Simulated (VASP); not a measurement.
# HgTe (zincblende type) (F-43m) in VASP: a series of runs

HgTe (zincblende type) is run at these levels: PBE; tasks: single point.

All numbers are computed with VASP 6.6.1; they aren't measurements. Logs are shortened: lines on timing, memory, paths and dates and some standing lists are left out, and cuts for length are marked.

## 1. The cell of the first run

It takes space group F-43m (No. 216, cubic). Conventional cell: a = 6.516 Å, b = 6.516 Å, c = 6.516 Å, α = 90.00°, β = 90.00°, γ = 90.00°. Within 3.7 Å of Hg (site symmetry -43m) lie 4 Te at 2.82 Å. Te (site symmetry -43m) has 4 Hg at 2.82 Å within 3.7 Å.

## 2. Single point, PBE (volume scaled by 0.94)

The input, INCAR:

```
PREC = Accurate
ENCUT = 520
EDIFF = 1E-6
ISMEAR = -1
SIGMA = 0.05
LREAL = False
LASPH = True
NELM = 100
ALGO = Normal
ISIF = 2
LWAVE = False
LCHARG = True
GGA = PE
LELF = True
LVHAR = True
NBANDS = 16
```

The input, KPOINTS:

```
regular mesh
0
Gamma
  11 11 11
```

The input, POSCAR:

```
HgTe
1.0
    0.0000000000      3.2579710539      3.2579710539
    3.2579710539      0.0000000000      3.2579710539
    3.2579710539      3.2579710539      0.0000000000
Hg Te
1 1
Direct
    0.0000000000      0.0000000000      0.0000000000
    0.2500000000      0.2500000000      0.2500000000
```

Potentials or basis: VASP PAW PBE potentials, release 64 (Hg, Te).

Launch:

```
> cat potpaw_PBE.64/Hg/POTCAR potpaw_PBE.64/Te/POTCAR > POTCAR
> mpirun -np 1 vasp_std > vasp.out
```

OUTCAR:

```text
PREC = Accurate
   ENCUT = 520
   EDIFF = 1E-6
   ISMEAR = -1
   LREAL = False
   LASPH = True
   NELM = 100
   ISIF = 2
   GGA = PE

 ion  position               nearest neighbor table
   1  0.000  0.000  0.000-   2 2.82   2 2.82   2 2.82   2 2.82
   2  0.250  0.250  0.250-   1 2.82   1 2.82   1 2.82   1 2.82

  LATTYP: Found a face centered cubic cell.
 ALAT       =     6.5159421078

  Lattice vectors:

 A1 = (   0.0000000000,   3.2579710539,   3.2579710539)
 A2 = (   3.2579710539,   0.0000000000,   3.2579710539)
 A3 = (   3.2579710539,   3.2579710539,   0.0000000000)

Analysis of symmetry for initial positions (statically):
=====================================================================
 Subroutine PRICEL returns:
 Original cell was already a primitive cell.

 Routine SETGRP: Setting up the symmetry group for a
 face centered cubic supercell.

 Subroutine GETGRP returns: Found 24 space group operations
 (whereof 24 operations were pure point group operations)
 out of a pool of 48 trial point group operations.

The static configuration has the point symmetry T_d .

Analysis of symmetry for dynamics (positions and initial velocities):
=====================================================================
 Subroutine PRICEL returns:
 Original cell was already a primitive cell.

 Routine SETGRP: Setting up the symmetry group for a
 face centered cubic supercell.

 Subroutine GETGRP returns: Found 24 space group operations
 (whereof 24 operations were pure point group operations)
 out of a pool of 48 trial point group operations.

The dynamic configuration has the point symmetry T_d .

 Subroutine INISYM returns: Found 24 space group operations
 (whereof 24 operations are pure point group operations),
 and found     1 'primitive' translations

----------------------------------------------------------------------------------------

                                     Primitive cell

  volume of cell :      69.1627

  direct lattice vectors                    reciprocal lattice vectors
     0.000000000  3.257971054  3.257971054    -0.153469749  0.153469749  0.153469749
     3.257971054  0.000000000  3.257971054     0.153469749 -0.153469749  0.153469749
     3.257971054  3.257971054  0.000000000     0.153469749  0.153469749 -0.153469749

  length of vectors
     4.607466850  4.607466850  4.607466850     0.265817403  0.265817403  0.265817403

  position of ions in fractional coordinates (direct lattice)
     0.000000000  0.000000000  0.000000000
     0.250000000  0.250000000  0.250000000

  ion indices of the primitive-cell ions
   primitive index   ion index
                 1           1
                 2           2

----------------------------------------------------------------------------------------

 KPOINTS: regular mesh

Automatic generation of k-mesh.
 Grid dimensions read from file:
 generate k-points for:   11   11   11

 Generating k-lattice:

  Cartesian coordinates                     Fractional coordinates (reciprocal lattice)
    -0.013951795  0.013951795  0.013951795     0.090909091  0.000000000  0.000000000
     0.013951795 -0.013951795  0.013951795     0.000000000  0.090909091  0.000000000
     0.013951795  0.013951795 -0.013951795     0.000000000  0.000000000  0.090909091

  Length of vectors
     0.024165218  0.024165218  0.024165218

  Shift w.r.t. Gamma in fractional coordinates (k-lattice)
     0.000000000  0.000000000  0.000000000

 Subroutine IBZKPT returns following result:
 ===========================================

 Found     56 irreducible k-points:

 Following reciprocal coordinates:
            Coordinates               Weight
  0.000000  0.000000  0.000000      1.000000
  0.090909  0.000000  0.000000      8.000000
  0.181818  0.000000  0.000000      8.000000
  0.272727  0.000000  0.000000      8.000000
  0.363636  0.000000  0.000000      8.000000
  0.454545  0.000000  0.000000      8.000000
[... 16 lines left out ...]
 -0.272727  0.181818  0.000000     24.000000
 -0.181818  0.181818  0.000000     12.000000
 [... further k-points ...]
   k-points           NKPTS =     56   k-points in BZ     NKDIM =     56   number of bands    NBANDS=     16
   number of dos      NEDOS =    301   number of ions     NIONS =      2
   total plane-waves  NPLWV =  46656
   dimension x,y,z NGX =    36 NGY =   36 NGZ =   36
   dimension x,y,z NGXF=    72 NGYF=   72 NGZF=   72
   ions per type =               1   1
   NGX,Y,Z   is equivalent  to a cutoff of  12.99, 12.99, 12.99 a.u.
   NGXF,Y,Z  is equivalent  to a cutoff of  25.98, 25.98, 25.98 a.u.
 SYSTEM =  unknown system
   PREC   = accura    normal or accurate (medium, high low for compatibility)
   ISTART =      0    job   : 0-new  1-cont  2-samecut
   ICHARG =      2    charge: 1-file 2-atom 10-const
   ISPIN  =      1    spin polarized calculation?
   LNONCOLLINEAR =      F non collinear calculations
   LSORBIT =      F    spin-orbit coupling
   LASPH  =      T    aspherical Exc in radial PAW
   ENCUT  =  520.0 eV  38.22 Ry    6.18 a.u.   8.57  8.57  8.57*2*pi/ulx,y,z
   NELM   =    100;   NELMIN=  2; NELMDL= -5     # of ELM steps
   EDIFF  = 0.1E-05   stopping-criterion for ELM
   LREAL  =      F    real-space projection
   EDIFFG = 0.1E-04   stopping-criterion for IOM
   NSW    =      0    number of steps for IOM
   IBRION =     -1    ionic relax: 0-MD 1-quasi-New 2-CG
   NFREE  =      0    steps in history (QN), initial steepest desc. (CG)
   ISIF   =      2    stress and relaxation
   ISYM   =      2    0-nonsym 1-usesym 2-fastsym
   POTIM  = 0.5000    time-step for ionic-motion
   TEBEG  =    0.0;   TEEND  =   0.0 temperature during run
   PSTRESS=    0.0 pullay stress
   NELECT =      18.0000    total number of electrons
   NUPDOWN=      -1.0000    fix difference up-down
   EMIN   =  10.00;   EMAX   =-10.00  energy-range for DOS
   EFERMI =   0.00;   METHOD = LEGACY
   ISMEAR =    -1;   SIGMA  =   0.05  broadening in eV -4-tet -1-fermi 0-gaus
   EFERMI_NEDOS =   21; number of points for ismear=-14 and -15
   IALGO  =     38    algorithm
   IMIX   =      4    mixing-type and parameters
     AMIX     =   0.40;   BMIX     =  1.00
     AMIX_MAG =   1.60;   BMIX_MAG =  1.00
  volume/ion in A,a.u.               =      34.58       233.37
  Fermi-wavevector in a.u.,A,eV,Ry     =   1.045222  1.975183 14.864209  1.092489
  Thomas-Fermi vector in A             =   2.180008
   LORBIT       =      0    0 simple, 1 ext, 2 COOP (PROOUT), +10 PAW based schemes
   GGA     = PE    functional components
   LHFCALC =     F    Hartree Fock is set to
   AEXX    =    0.0000 exact exchange contribution
   IVDW    =     0    specifies the selected vdW correction
   LEPSILON=     F    determine dielectric tensor
   LRPA    =     F    only Hartree local field effects (RPA)
 non-spin polarized calculation
  energy-cutoff  :      520.00
  volume of cell :       69.16
 maximum number of plane-waves:      1877
   NGX = 17   NGY = 17   NGZ = 17

 number of electron      18.0000002 magnetization

 Free energy of the ion-electron system (eV)
  ---------------------------------------------------
  ext. energy  EPLUGINS =         0.00000000
  ---------------------------------------------------
  free energy    TOTEN  =        -3.61783522 eV

  energy without entropy =       -3.61751918  energy(sigma->0) =       -3.61767720

 E-fermi :   2.9364     XC(G=0):  -8.6342

 val. band max:        2.8448917775   @ k =   0.0000   0.0000   0.0000
 cond. band min:       3.3050363642   @ k =   0.0909   0.0000   0.0000
 fundamental gap:      0.4601445868
 Fermi energy:         2.9363900055

 k-point     1 :       0.0000    0.0000    0.0000
  band No.  band energies     occupation
      1      -8.9719      2.00000
      2      -4.3707      2.00000
      3      -4.3707      2.00000
      4      -4.3707      2.00000
      5      -3.8693      2.00000
      6      -3.8693      2.00000
[... 8 lines left out ...]
     15      12.3634      0.00000
     16      12.3634      0.00000

 k-point     2 :       0.0909    0.0000    0.0000
  band No.  band energies     occupation
      1      -8.9324      2.00000
      2      -4.3596      2.00000
      3      -4.3596      2.00000
      4      -4.3560      2.00000
      5      -3.8706      2.00000
      6      -3.8706      2.00000
[... 8 lines left out ...]
     15      11.7864      0.00000
     16      11.7864      0.00000

 k-point     3 :       0.1818    0.0000    0.0000
  band No.  band energies     occupation
      1      -8.8237      2.00000
      2      -4.3309      2.00000
      3      -4.3309      2.00000
      4      -4.3003      2.00000
      5      -3.8719      2.00000
      6      -3.8719      2.00000
[... 8 lines left out ...]
     15      11.3736      0.00000
     16      11.3736      0.00000

 k-point     4 :       0.2727    0.0000    0.0000
  band No.  band energies     occupation
      1      -8.6747      2.00000
      2      -4.2965      2.00000
      3      -4.2965      2.00000
      4      -4.1727      2.00000
      5      -3.8688      2.00000
      6      -3.8688      2.00000
[... 8 lines left out ...]
     15      11.4125      0.00000
     16      11.4125      0.00000

 k-point     5 :       0.3636    0.0000    0.0000
  band No.  band energies     occupation
      1      -8.5308      2.00000
      2      -4.2693      2.00000
      3      -4.2693      2.00000
      4      -3.9414      2.00000
      5      -3.8598      2.00000
      6      -3.8598      2.00000
[... 8 lines left out ...]
     15      11.9323      0.00000
     16      11.9323      0.00000

 k-point     6 :       0.4545    0.0000    0.0000
  band No.  band energies     occupation
      1      -8.4420      2.00000
      2      -4.2555      2.00000
      3      -4.2555      2.00000
      4      -3.8510      2.00000
      5      -3.8510      2.00000
      6      -3.6467      2.00000
[... 8 lines left out ...]
     15      12.6831      0.00000
     16      12.6831      0.00000

 k-point     7 :       0.0909    0.0909    0.0000
  band No.  band energies     occupation
      1      -8.9192      2.00000
      2      -4.3644      2.00000
      3      -4.3493      2.00000
      4      -4.3493      2.00000
      5      -3.8773      2.00000
      6      -3.8647      2.00000
[... 8 lines left out ...]
     15      11.1235      0.00000
     16      12.4056      0.00000

 k-point     8 :       0.1818    0.0909    0.0000
  band No.  band energies     occupation
      1      -8.8334      2.00000
      2      -4.3444      2.00000
      3      -4.3203      2.00000
      4      -4.3111      2.00000
      5      -3.8838      2.00000
      6      -3.8609      2.00000
[... 8 lines left out ...]
     15      10.9838      0.00000
     16      12.0573      0.00000

 k-point     9 :       0.2727    0.0909    0.0000
  band No.  band energies     occupation
      1      -8.6972      2.00000
      2      -4.3090      2.00000
      3      -4.2842      2.00000
      4      -4.2165      2.00000
      5      -3.8833      2.00000
      6      -3.8564      2.00000
[... 8 lines left out ...]
     15      11.4015      0.00000
     16      11.9454      0.00000
[... 172 lines left out ...]
 k-point    19 :       0.3636    0.1818    0.0000
  band No.  band energies     occupation
      1      -8.5252      2.00000
      2      -4.2653      2.00000
      3      -4.2146      2.00000
      4      -4.1042      2.00000
      5      -3.8562      2.00000
      6      -3.8397      2.00000
[... 8 lines left out ...]
     15      12.4256      0.00000
     16      12.7120      0.00000

 k-point    20 :       0.4545    0.1818    0.0000
  band No.  band energies     occupation
      1      -8.4125      2.00000
      2      -4.2406      2.00000
      3      -4.1964      2.00000
      4      -3.9683      2.00000
      5      -3.8398      2.00000
      6      -3.7167      2.00000
[... 8 lines left out ...]
     15      12.5278      0.00000
     16      13.1262      0.00000

 k-point    21 :      -0.4545    0.1818    0.0000
  band No.  band energies     occupation
      1      -8.3618      2.00000
      2      -4.2291      2.00000
      3      -4.1963      2.00000
      4      -3.9030      2.00000
      5      -3.8508      2.00000
      6      -3.5301      2.00000
[... 8 lines left out ...]
     15      12.5180      0.00000
     16      12.5861      0.00000

 k-point    22 :      -0.3636    0.1818    0.0000
  band No.  band energies     occupation
      1      -8.3918      2.00000
      2      -4.2277      2.00000
      3      -4.2132      2.00000
      4      -3.8883      2.00000
      5      -3.8700      2.00000
      6      -3.6561      2.00000
[... 8 lines left out ...]
     15      11.6317      0.00000
     16      12.6827      0.00000

 k-point    23 :      -0.2727    0.1818    0.0000
  band No.  band energies     occupation
      1      -8.4911      2.00000
      2      -4.2451      2.00000
      3      -4.2375      2.00000
      4      -3.9941      2.00000
      5      -3.8858      2.00000
      6      -3.8135      2.00000
[... 8 lines left out ...]
     15      12.0705      0.00000
     16      13.1783      0.00000

 k-point    24 :      -0.1818    0.1818    0.0000
  band No.  band energies     occupation
      1      -8.6241      2.00000
      2      -4.2844      2.00000
      3      -4.2631      2.00000
      4      -4.1603      2.00000
      5      -3.8899      2.00000
      6      -3.8438      2.00000
[... 8 lines left out ...]
     15      11.9700      0.00000
     16      12.2476      0.00000

 [... further k-points ...]
[... 5 lines left out ...]
  --------------------------------------------------------------------------------------
  -------------------------------------------------------------------------------------
  Total        1.0886085      1.0886085      1.0886085      0.0000000     -0.0000000      0.0000000
  in kB       25.2180005     25.2180005     25.2180005      0.0000000     -0.0000000      0.0000000
  external PRESSURE =      25.2180005 kB  Pullay stress =       0.0000000 kB

 VOLUME and BASIS-vectors are now :
 -----------------------------------------------------------------------------
  energy-cutoff  :      520.00
  volume of cell :       69.16
      direct lattice vectors                 reciprocal lattice vectors
     0.000000000  3.257971054  3.257971054    -0.153469749  0.153469749  0.153469749
     3.257971054  0.000000000  3.257971054     0.153469749 -0.153469749  0.153469749
     3.257971054  3.257971054  0.000000000     0.153469749  0.153469749 -0.153469749

 POSITION                                       TOTAL-FORCE (eV/Angst)
 -----------------------------------------------------------------------------------
      0.00000      0.00000      0.00000         0.000000     -0.000000      0.000000
      1.62899      1.62899      1.62899        -0.000000      0.000000     -0.000000
 -----------------------------------------------------------------------------------
    total drift:                               -0.000000     -0.000000     -0.000000

  FREE ENERGIE OF THE ION-ELECTRON SYSTEM (eV)
  ---------------------------------------------------
  free  energy   TOTEN  =        -3.6178352210 eV

  energy  without entropy=       -3.6175191777  energy(sigma->0) =       -3.61767720
```

It took 57 s on 1 thread of Intel Xeon Platinum 8259CL at 2.50GHz (Skylake/Cascade Lake), shared host; peak memory 0.24 GiB.

What came out:

| Item | Value |
| --- | --- |
| Free energy | -3.6178 eV |
| Pressure | 2.5 GPa |
| Band gap on the k mesh | zero (filled and empty bands touch) |

Caveat: the cell differs from its parent crystal (volume scaled by 0.94); spin-orbit coupling is left out, which moves the levels of the heavy elements.

## 3. Single point, PBE

This run uses another cell than the first one, of 36.79 Å³/atom, 1.064 times its volume.

The input, INCAR:

```
SYSTEM = HgTe
PREC = Accurate
ENCUT = 520
EDIFF = 1E-7
ISMEAR = -1
SIGMA = 0.05
LREAL = .False.
LASPH = .True.
NELM = 100
ALGO = Normal
ISIF = 2
LWAVE = .False.
LCHARG = .False.
GGA = PE
NBANDS = 16
```

The input, KPOINTS:

```
regular mesh
0
Gamma
  11 11 11
  0 0 0
```

The input, POSCAR:

```
HgTe
1.0
    0.0000000000      3.3258648984      3.3258648984
    3.3258648984      0.0000000000      3.3258648984
    3.3258648984      3.3258648984      0.0000000000
Hg Te
1 1
Direct
    0.0000000000      0.0000000000      0.0000000000
    0.2500000000      0.2500000000      0.2500000000
```

Potentials or basis: VASP PAW PBE potentials, release 64 (Hg, Te).

Launch:

```
> cat potpaw_PBE.64/Hg/POTCAR potpaw_PBE.64/Te/POTCAR > POTCAR
> mpirun -np 1 vasp_std > vasp.out
```

OUTCAR:

```text
SYSTEM = HgTe
   PREC = Accurate
   ENCUT = 520
   EDIFF = 1E-7
   ISMEAR = -1
   LREAL = .False.
   LASPH = .True.
   NELM = 100
   ISIF = 2
   GGA = PE

 ion  position               nearest neighbor table
   1  0.000  0.000  0.000-   2 2.88   2 2.88   2 2.88   2 2.88
   2  0.250  0.250  0.250-   1 2.88   1 2.88   1 2.88   1 2.88

  LATTYP: Found a face centered cubic cell.
 ALAT       =     6.6517297968

  Lattice vectors:

[... 641 lines left out ...]

------------------------ aborting loop because EDIFF is reached ----------------------------------------

  FORCE on cell =-STRESS in cart. coord.  units (eV):
  Direction    XX          YY          ZZ          XY          YZ          ZX
  --------------------------------------------------------------------------------------
  -------------------------------------------------------------------------------------
  Total        0.0112434      0.0112434      0.0112434     -0.0000000     -0.0000000      0.0000000
  in kB        0.2448300      0.2448300      0.2448300     -0.0000000     -0.0000000      0.0000000
  external PRESSURE =       0.2448300 kB  Pullay stress =       0.0000000 kB

 VOLUME and BASIS-vectors are now :
 -----------------------------------------------------------------------------
  energy-cutoff  :      520.00
  volume of cell :       73.58
      direct lattice vectors                 reciprocal lattice vectors
     0.000000000  3.325864898  3.325864898    -0.150336834  0.150336834  0.150336834
     3.325864898  0.000000000  3.325864898     0.150336834 -0.150336834  0.150336834
     3.325864898  3.325864898  0.000000000     0.150336834  0.150336834 -0.150336834

 POSITION                                       TOTAL-FORCE (eV/Angst)
 -----------------------------------------------------------------------------------
      0.00000      0.00000      0.00000        -0.000000     -0.000000     -0.000000
      1.66293      1.66293      1.66293         0.000000      0.000000      0.000000
 -----------------------------------------------------------------------------------
    total drift:                               -0.000000     -0.000000     -0.000000

  FREE ENERGIE OF THE ION-ELECTRON SYSTEM (eV)
  ---------------------------------------------------
  free  energy   TOTEN  =        -3.6518747469 eV

  energy  without entropy=       -3.6515313886  energy(sigma->0) =       -3.65170307
```

stdout:

```text
POSCAR found type information on POSCAR HgTe
 POSCAR found :  2 types and       2 ions
 scaLAPACK will be used
 LDA part: xc-table for (Slater+PW92), standard interpolation
 POSCAR, INCAR and KPOINTS ok, starting setup
 FFT: planning ... GRIDC
 FFT: planning ... GRID_SOFT
 FFT: planning ... GRID
 WAVECAR not read
 entering main loop
```

Run time: 64 s. Hardware: 1 thread of Intel Xeon Platinum 8259CL at 2.50GHz (Skylake/Cascade Lake), shared host; peak memory 0.24 GiB.

What came out:

```yaml
Free_energy: -3.6519 eV
Pressure: 0.0 GPa
Band_gap_on_the_k_mesh: zero (filled and empty bands touch)
```

Caveat: spin-orbit coupling is left out, which moves the levels of the heavy elements.
